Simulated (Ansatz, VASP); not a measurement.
One calculation of C, two programs

The input INCAR:

```
PREC = Accurate ; ENCUT = 520
EDIFF = 1E-7 ; ISMEAR = 0
SIGMA = 0.05 ; LREAL = False
LASPH = True ; NELM = 60
ALGO = Normal ; ISIF = 2
LWAVE = False ; LCHARG = True
GGA = PE ; IVDW = 12
LELF = True ; LVHAR = True
NBANDS = 31
```

KPOINTS

```
Automatic mesh
0
Gamma
  7 11 3
```

File POSCAR:

```
C
1.0
    0.0000000000      1.4231666446     -3.3613878322
   -2.4649969361      0.0000000000      0.0000000000
    2.2595805248     10.9486071472      2.4286678151
C
10
Direct
    0.2582475889      0.3079830720      0.7723451695
    0.7431220637      0.6544387956      0.0593877770
    0.8719034450      0.3178248647      0.2376271251
    0.0006848263      0.9812109338      0.4158664732
    0.1294662076      0.6445970029      0.5941058214
    0.7856593176      0.2089472735      0.1188515711
   -0.0855593011      0.8723333426      0.2970909192
    0.0432220802      0.5357194117      0.4753302673
    0.1720034616      1.1991054808      0.6535696154
    0.3007848429      0.8624915499      0.8318089635
```

Input for Ansatz:

```yaml
crystal:
  lattice:
    - [0.0, 1.4231666446, -3.3613878322]
    - [-2.4649969361, 0.0, 0.0]
    - [2.2595805248, 10.9486071472, 2.4286678151]
  atoms:
    - { symbol: C, position: [0.2582475889, 0.307983072, 0.7723451695] }
    - { symbol: C, position: [0.7431220637, 0.6544387956, 0.059387777] }
    - { symbol: C, position: [0.871903445, 0.3178248647, 0.2376271251] }
    - { symbol: C, position: [0.0006848263, 0.9812109338, 0.4158664732] }
    - { symbol: C, position: [0.1294662076, 0.6445970029, 0.5941058214] }
    - { symbol: C, position: [0.7856593176, 0.2089472735, 0.1188515711] }
    - { symbol: C, position: [-0.0855593011, 0.8723333426, 0.2970909192] }
    - { symbol: C, position: [0.0432220802, 0.5357194117, 0.4753302673] }
    - { symbol: C, position: [0.1720034616, 1.1991054808, 0.6535696154] }
    - { symbol: C, position: [0.3007848429, 0.8624915499, 0.8318089635] }
basis:
  ecutwfc: 520.0
kpoints:
  mp_grid: { grid: [7, 11, 3] }
hamiltonian:
  xc: pbe
  dispersion: d3bj
scf:
  occupations: { method: gaussian, width: 0.05 }
output:
  forces: true
  stress: true
  eigenvalues: true
```

Alike in both runs: task single point; functional PBE; dispersion D3(BJ); k mesh 7 × 11 × 3; occupations gaussian, width 0.05 eV; no spin polarisation.

```csv
,VASP,Ansatz
version,VASP 6.6.1,Ansatz 0.2.0
potentials or method,"VASP PAW PBE potentials, release 64 (C), cutoff 520 eV","scalar-relativistic, plane waves, PAW"
valence electrons in the cell,40,40
```

```csv
,VASP,Ansatz,Ansatz less VASP
gap on the k mesh at the Fermi level (eV),0.03,0.03,+0.001
least direct gap on the mesh (eV),0.06,0.06,-0.002
pressure (GPa),-1.9,-2.3,-0.38
"traceless stress, the component that is largest in VASP (GPa)",1.20,1.66,+0.456
rms of the force components (eV/Å),0.677,0.680,+0.0031
```

Atom by atom the forces differ by 0.012 eV/Å (rms over components).
